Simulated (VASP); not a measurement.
# Al15Ni16 (a cell with a defect) in VASP: single point with PBE

Aim: the single point of Al15Ni16 (a cell with a defect) with PBE.

Everything below comes from runs of VASP 6.6.1. Logs are shortened: lines on timing, memory, paths and dates and some standing lists are left out, and cuts for length are marked.

## (1) The cell of the first run

The cell holds a defect, 31 atoms: a = 8.179 Å, b = 8.179 Å, c = 8.179 Å, α = 60.00°, β = 60.00°, γ = 60.00°.

## (2) Single point, PBE

File INCAR:

```
ALGO = Normal
EDIFF = 1E-6
ENCUT = 520
GGA = PE
ISIF = 2
ISMEAR = 1
LASPH = True
LCHARG = False
LREAL = Auto
LWAVE = False
NBANDS = 124
NELM = 80
PREC = Accurate
SIGMA = 0.1
```

File KPOINTS:

```
k-points
0
Gamma
  2 2 2
```

File POSCAR:

```
Al15Ni16
1.0
    0.0000000000      5.7836525300      5.7836525300
    5.7836525300      0.0000000000      5.7836525300
    5.7836525300      5.7836525300      0.0000000000
Al Ni
15 16
Direct
    0.1161918868      0.1329562065      0.1315738620
    0.1834688364      0.5702591888      0.5682473114
    0.1255228415      0.1266757462      0.6236979973
    0.3763925113      0.3730660666      0.8728984796
    0.1253891890      0.6240292758      0.1271626358
    0.3767335587      0.8727496982      0.3724893549
    0.3805500916      0.8687685635      0.8675516854
    0.6228755931      0.1266116863      0.1264054153
    0.8830950638      0.3680795119      0.3682183515
    0.6204347480      0.1289187060      0.6243473274
    0.8747456687      0.3742263196      0.8745591084
    0.6199061893      0.6246784331      0.1293506130
    0.8752405982      0.8741974857      0.3737697742
    0.6192534876      0.6320438479      0.6323778929
    0.8733972129      0.8760813299      0.8758757504
   -0.0041402038      0.0010492504      0.0001432486
    0.2513069367      0.2531837783      0.2529188938
    0.0071235261     -0.0185858330      0.5031455443
    0.2464504035      0.2250831102      0.7753858789
    0.0064601045      0.5041030707     -0.0180470731
    0.2464976056      0.7777821155      0.2228376434
   -0.0232379970      0.4994498693      0.5008059328
    0.2470917803      0.7413901471      0.7410683781
    0.4990962865      0.0010087916     -0.0000021613
    0.7389308880      0.2554213782      0.2553684704
    0.4955586431      0.0087640120      0.4987516081
    0.7501125764      0.2486478039      0.7525537673
    0.4949839198      0.4995604395      0.0092968932
    0.7501832929      0.7520172551      0.2491668530
    0.5292345943      0.4997390464      0.5009350034
    0.7661498468      0.7440778086      0.7439334361
```

Potentials or basis: VASP PAW PBE potentials, release 64 (Al, Ni).

Launch:

```
cat potpaw_PBE.64/Al/POTCAR potpaw_PBE.64/Ni/POTCAR > POTCAR
mpirun -np 1 vasp_std > vasp.out
```

OUTCAR:

```text
EDIFF = 1E-6
   ENCUT = 520
   GGA = PE
   ISIF = 2
   ISMEAR = 1
   LASPH = True
   LREAL = Auto
   NELM = 80
   PREC = Accurate

 ion  position               nearest neighbor table
   1  0.116  0.133  0.132-  21 2.38  19 2.39  20 2.49  18 2.49  17 2.52  25 2.52  24 2.56  16 2.56
                             9 2.73  11 2.88  13 2.89   4 2.90   6 2.90   7 3.05
   2  0.183  0.570  0.568-  22 2.39  19 2.40  21 2.40  30 2.40  23 2.77  18 2.79  20 2.81  31 2.83
                             6 2.93   4 2.94  13 2.98  11 2.99
   3  0.126  0.127  0.624-  26 2.47  17 2.48  19 2.49  22 2.50  27 2.51  16 2.51  18 2.57  23 2.58
                             9 2.88  11 2.88   7 2.89  15 2.91   6 2.92
   4  0.376  0.373  0.873-  23 2.46  20 2.47  24 2.48  27 2.50  30 2.50  19 2.52  17 2.54  28 2.55
                            10 2.85   8 2.89   1 2.90  14 2.90   5 2.92   2 2.94
   5  0.125  0.624  0.127-  28 2.47  17 2.48  21 2.49  22 2.50  29 2.51  16 2.52  20 2.57  23 2.58
                            13 2.87   9 2.88   7 2.89  15 2.91   4 2.92
   6  0.377  0.873  0.372-  23 2.46  18 2.47  24 2.49  29 2.49  30 2.50  21 2.51  17 2.54  26 2.55
                            12 2.84   8 2.89   1 2.90  14 2.91   3 2.92   2 2.93
   7  0.381  0.869  0.868-  21 2.38  19 2.39  26 2.47  28 2.47  24 2.56  16 2.57  31 2.58  23 2.59
                            14 2.73   3 2.89   5 2.89  10 2.89  12 2.90   1 3.05
   8  0.623  0.127  0.126-  17 2.48  26 2.49  16 2.49  28 2.49  27 2.50  25 2.50  29 2.50  24 2.51
                            11 2.89  13 2.89   4 2.89   6 2.89  15 2.90
   9  0.883  0.368  0.368-  30 2.37  22 2.40  17 2.46  25 2.47  29 2.56  27 2.57  20 2.58  18 2.58
                             1 2.73   3 2.88   5 2.88  10 2.90  12 2.91  14 3.05
  10  0.620  0.129  0.624-  25 2.46  26 2.48  30 2.49  19 2.51  24 2.51  27 2.52  31 2.57  18 2.59
                             4 2.85   7 2.89   9 2.90  15 2.92  13 2.92
  11  0.875  0.374  0.875-  20 2.47  31 2.47  27 2.49  19 2.49  16 2.49  22 2.50  28 2.54  25 2.54
[... 27 lines left out ...]
  25  0.739  0.255  0.255-  10 2.46  12 2.47   9 2.47   8 2.50   1 2.52  11 2.54  13 2.55  28 2.83
                            26 2.83  30 2.85  16 2.95  18 2.99  20 2.99
  26  0.496  0.009  0.499-   7 2.47   3 2.47  10 2.48   8 2.49  14 2.52  13 2.54   6 2.55  25 2.83
                            17 2.83  19 2.86  29 2.93  31 2.99  23 2.99
  27  0.750  0.249  0.753-  11 2.49  15 2.49   4 2.50   8 2.50   3 2.51  10 2.52  14 2.56   9 2.57
                            30 2.74  22 2.77  16 2.85  24 2.88  28 2.94  18 2.99
  28  0.495  0.500  0.009-   5 2.47   7 2.47  12 2.47   8 2.49  14 2.52  11 2.54   4 2.55  25 2.83
                            17 2.83  21 2.86  27 2.94  31 2.99  23 2.99
  29  0.750  0.752  0.249-  13 2.48  15 2.49   6 2.49   8 2.50   5 2.51  12 2.52  14 2.56   9 2.56
                            30 2.74  22 2.77  16 2.86  24 2.89  26 2.93  20 2.98
  30  0.529  0.500  0.501-  14 2.37   9 2.37   2 2.40  10 2.49  12 2.50   4 2.50   6 2.50  27 2.74
                            29 2.74  23 2.81  25 2.85
  31  0.766  0.744  0.744-  11 2.47  13 2.47  14 2.48  15 2.48  10 2.57   7 2.58  12 2.58  18 2.77
                            20 2.77   2 2.83  22 2.83  24 2.97  28 2.99  26 2.99

  LATTYP: Found a face centered cubic cell.
 ALAT       =    11.5673050600

  Lattice vectors:

 A1 = (   0.0000000000,   5.7836525300,   5.7836525300)
 A2 = (   5.7836525300,   0.0000000000,   5.7836525300)
 A3 = (   5.7836525300,   5.7836525300,   0.0000000000)

[... 190 lines left out ...]
  Thomas-Fermi vector in A             =   2.454205
   LORBIT       =      0    0 simple, 1 ext, 2 COOP (PROOUT), +10 PAW based schemes
   GGA     = PE    functional components
   LHFCALC =     F    Hartree Fock is set to
   AEXX    =    0.0000 exact exchange contribution
   IVDW    =     0    specifies the selected vdW correction
   LEPSILON=     F    determine dielectric tensor
   LRPA    =     F    only Hartree local field effects (RPA)
 non-spin polarized calculation
 Methfessel and Paxton  Order N= 1 SIGMA  =   0.10
  energy-cutoff  :      520.00
  volume of cell :      386.93
 maximum number of plane-waves:     10478
 NGX is ok and might be reduce to    64
   NGX = 31   NGY = 31   NGZ = 31

 number of electron     204.9999987 magnetization

 Free energy of the ion-electron system (eV)
  ---------------------------------------------------
  ext. energy  EPLUGINS =         0.00000000
  ---------------------------------------------------
  free energy    TOTEN  =      -161.06097395 eV

  energy without entropy =     -161.05110677  energy(sigma->0) =     -161.05768489

 E-fermi :   9.2770     XC(G=0): -11.8254

 val. band max:        9.2747391825   @ k =   0.5000   0.5000   0.5000
 cond. band min:       9.2807313006   @ k =   0.0000   0.5000   0.0000
 fundamental gap:      0.0059921181
 Fermi energy:         9.2770480526

 k-point     1 :       0.0000    0.0000    0.0000
  band No.  band energies     occupation
      1      -1.4606      2.00000
      2       1.4441      2.00000
      3       1.5917      2.00000
      4       1.5926      2.00000
      5       1.6011      2.00000
      6       1.7854      2.00000
[... 925 lines left out ...]
    113      10.9848     -0.00000
    114      11.3205      0.00000
 [bands above 114 left out]

------------------------ aborting loop because EDIFF is reached ----------------------------------------

  FORCE on cell =-STRESS in cart. coord.  units (eV):
  Direction    XX          YY          ZZ          XY          YZ          ZX
  --------------------------------------------------------------------------------------
  -------------------------------------------------------------------------------------
  Total       -0.4249890     -1.6575224     -1.5985010      0.0738219      0.0162918      0.1324631
  in kB       -1.7597527     -6.8633070     -6.6189168      0.3056744      0.0674595      0.5484904
  external PRESSURE =      -5.0806588 kB  Pullay stress =       0.0000000 kB

 VOLUME and BASIS-vectors are now :
 -----------------------------------------------------------------------------
  energy-cutoff  :      520.00
  volume of cell :      386.93
      direct lattice vectors                 reciprocal lattice vectors
     0.000000000  5.783652530  5.783652530    -0.086450560  0.086450560  0.086450560
     5.783652530  0.000000000  5.783652530     0.086450560 -0.086450560  0.086450560
     5.783652530  5.783652530  0.000000000     0.086450560  0.086450560 -0.086450560

 POSITION                                       TOTAL-FORCE (eV/Angst)
 -----------------------------------------------------------------------------------
      1.52995      1.43299      1.44099        -0.074558      0.010178      0.005283
      6.58473      4.34767      4.35930         1.080254     -0.003586     -0.001811
      4.33990      4.33323      1.45863        -0.042810      0.000074     -0.004854
      7.20623      7.22547      4.33461        -0.022640      0.043601      0.000199
      4.34463      1.46067      4.33438        -0.043765     -0.004972     -0.000633
      7.20203      4.33324      7.22658        -0.018479     -0.000175      0.045963
[... 23 lines left out ...]
      5.78755      5.95814      5.95123        -0.022328     -0.120492     -0.112554
      8.60614      8.73380      8.73463        -0.085985      0.027183      0.029201
 -----------------------------------------------------------------------------------
    total drift:                               -0.005591      0.003246     -0.003789

  FREE ENERGIE OF THE ION-ELECTRON SYSTEM (eV)
  ---------------------------------------------------
  free  energy   TOTEN  =      -161.0609739515 eV

  energy  without entropy=     -161.0511067749  energy(sigma->0) =     -161.05768489
```

Run time: 13 min. Hardware: 1 thread of Intel Xeon 6975P-C (Granite Rapids), shared host; peak memory 0.7 GiB.

What came out:

```yaml
Free_energy: -161.0610 eV
Pressure: -0.5 GPa
Largest_force: 1.080 eV/Å
Band_gap_on_the_k_mesh: zero (an odd number of electrons rules out a gap without spin polarisation)
```

Forces on the atoms (eV/Å):
```
Al  -0.075  0.010  0.005
Al   1.080 -0.004 -0.002
Al  -0.043  0.000 -0.005
Al  -0.023  0.044  0.000
Al  -0.044 -0.005 -0.001
Al  -0.018  0.000  0.046
Al   0.012  0.010  0.006
Al  -0.002 -0.001 -0.003
Al   0.010 -0.009 -0.006
Al  -0.047  0.008 -0.001
Al  -0.029 -0.001 -0.029
Al  -0.049  0.000  0.010
Al  -0.026 -0.032  0.001
Al  -0.073 -0.011 -0.008
Al  -0.017 -0.002 -0.004
Ni  -0.018  0.020  0.015
Ni  -0.023 -0.013 -0.012
Ni  -0.073  0.028 -0.022
Ni  -0.034 -0.077  0.096
Ni  -0.081 -0.024  0.028
Ni  -0.030  0.109 -0.087
Ni  -0.037  0.073  0.077
Ni  -0.060 -0.024 -0.021
Ni  -0.022 -0.006 -0.008
Ni  -0.057  0.013  0.015
Ni  -0.031  0.013 -0.012
Ni  -0.020 -0.020  0.009
Ni  -0.041 -0.013  0.013
Ni  -0.022  0.007 -0.017
Ni  -0.022 -0.120 -0.113
Ni  -0.086  0.027  0.029
```

Caveat: the k points lie up to 0.47 Å⁻¹ apart, too coarse for converged energies and pressures of a metal.
